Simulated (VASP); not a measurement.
Here is a VASP 6.6.1 calculation.

POSCAR

```
Fe
1.0
   -1.3979000176      1.3979000176      1.3979000176
    1.3979000176     -1.3979000176      1.3979000176
    1.3979000176      1.3979000176     -1.3979000176
Fe
1
Direct
    0.0000000000      0.0000000000      0.0000000000
```

Contents of INCAR.step1:

```
SYSTEM = Fe
ALGO = Normal ; EDIFF = 1E-4
ENCUT = 520 ; GGA = PE
ISMEAR = -1 ; LASPH = .True.
LCHARG = .False. ; LREAL = .False.
LWAVE = .True. ; NBANDS = 10
NELM = 80 ; PREC = Accurate
SIGMA = 0.1
```

The input INCAR.step2:

```
SYSTEM = Fe
ALGO = Normal ; EDIFF = 1E-6
ENCUT = 520 ; ISIF = 2
ISMEAR = -1 ; ISTART = 1
LASPH = .True. ; LCHARG = .False.
LMIXTAU = .True. ; LREAL = .False.
LWAVE = .False. ; METAGGA = R2SCAN
NBANDS = 10 ; NELM = 80
PREC = Accurate ; SIGMA = 0.1
```

Contents of KPOINTS:

```
k-points
0
Gamma
  17 17 17
  0 0 0
```

Potentials or basis: VASP PAW PBE potentials, release 64 (Fe).

Command:

```bash
$ cat potpaw_PBE.64/Fe/POTCAR > POTCAR
$ cp INCAR.step1 INCAR
$ mpirun -np 1 vasp_std > vasp.out
$ cp INCAR.step2 INCAR
$ mpirun -np 1 vasp_std > vasp.out
```

Task: Predict the band gap on the k mesh.

Result: Zero (band 4 reaches 7.01 eV, above the bottom of band 5 at 5.08 eV).

Task: Predict the pressure.

Result: -17.2 GPa.

Caveat: the PAW data sets were made with another functional, which shifts forces and pressure a little; the run has no spin polarisation, though such a crystal can be magnetic. Spin polarisation is off, so any magnetic state and its effect on volume and gap are missing.
